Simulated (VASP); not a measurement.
## NiO: relaxation of shape and atoms at fixed volume with PBE

NiO:

```
Ni O
1.0
     2.85127    0.00000    0.00000
    -1.42564    2.46927    0.00000
     0.00000    0.00000    4.98660
Ni O
2 2
Direct
  0.00000 0.00000 0.00000
  0.00000 0.00000 0.50000
  0.33333 0.66667 0.25000
  0.66667 0.33333 0.75000
```

```json
{"Program": "VASP 6.6.1", "Task": "relaxation of shape and atoms at fixed volume", "Functional": "PBE", "Potentials or basis": "VASP PAW PBE potentials, release 64 (Ni, O)", "Cutoff": "600 eV", "k mesh": "12 × 12 × 8", "Occupations": "gaussian, width 0.05 eV", "Spin": "collinear spin, antiferromagnetic start", "Starting moments": "[1.43, -1.43, 0.0, 0.0] μB", "Dipole correction": "no", "Further INCAR settings": "ALGO = Normal; EDIFF = 1e-06; IBRION = 2; EDIFFG = -0.01; NSW = 60; ISIF = 4"}
```

| Quantity | Value |
| --- | --- |
| Energy gained by relaxing | 0.1 meV/atom |
| Ionic steps | 3 |
| Pressure after relaxing | 11.6 GPa |
| Band gap on the k mesh | 0.75 eV (least direct gap 0.84 eV) |
| Net moment | 0.00 μB per cell |
| Site moments | Ni +1.27, -1.27; O +0.00 μB |
| Valence electrons inside the program's atomic spheres | Ni 9.12; O 4.98 |

The path:
```
step  energy change (eV)  largest force (eV/Å)  pressure (GPa)  volume (Å³)
   1              0.0000                0.0000           11.72        35.11
   2             -0.0002                0.0000           11.65        35.11
   3             -0.0002                0.0000           11.59        35.11
```

Final structure:
```cif
data_structure
_symmetry_space_group_name_H-M 'P 1'
_symmetry_Int_Tables_number 1
_cell_length_a 2.8474
_cell_length_b 2.8474
_cell_length_c 5.0001
_cell_angle_alpha 90.000
_cell_angle_beta 90.000
_cell_angle_gamma 120.000
_cell_volume 35.11
loop_
_atom_site_label
_atom_site_type_symbol
_atom_site_fract_x
_atom_site_fract_y
_atom_site_fract_z
_atom_site_occupancy
Ni1 Ni 0.00000 0.00000 0.00000 1
Ni2 Ni 0.00000 0.00000 0.50000 1
O1 O 0.33333 0.66667 0.25000 1
O2 O 0.66667 0.33333 0.75000 1
```

Levels at points of the mesh, in eV from the valence-band top:
Spin up:
```csv
k point,band 12,band 13,band 14,band 15,band 16,band 17,band 18,band 19,band 20
"(0.00, 0.00, 0.00)",-1.77,-1.77,-0.72,-0.72,-0.06,1.74,1.74,2.27,6.73
"(0.50, 0.00, 0.00)",-1.10,-1.07,-0.44,-0.36,-0.14,1.85,1.88,6.96,9.25
"(0.00, 0.00, 0.50)",-1.13,-1.06,-1.06,-0.22,-0.22,1.30,1.30,4.93,5.06
"(0.50, 0.00, 0.50)",-1.09,-0.43,-0.39,-0.28,-0.27,1.30,1.57,6.80,6.95
```
Spin down:
| k point | band 14 | band 15 | band 16 | band 17 | band 18 | band 19 |
| --- | --- | --- | --- | --- | --- | --- |
| (0.00, 0.00, 0.00) | -0.72 | -0.72 | -0.06 | 1.74 | 1.74 | 2.27 |
| (0.50, 0.00, 0.00) | -0.44 | -0.36 | -0.14 | 1.85 | 1.88 | 6.96 |
| (0.00, 0.00, 0.50) | -1.06 | -0.22 | -0.22 | 1.30 | 1.30 | 4.93 |
| (0.50, 0.00, 0.50) | -0.39 | -0.28 | -0.27 | 1.30 | 1.57 | 6.80 |

It took 6.3 min on 1 thread of Oxide Virtual Turin-like Processor, on a shared host, peak memory 0.23 GiB.

A k mesh can miss the band edges.
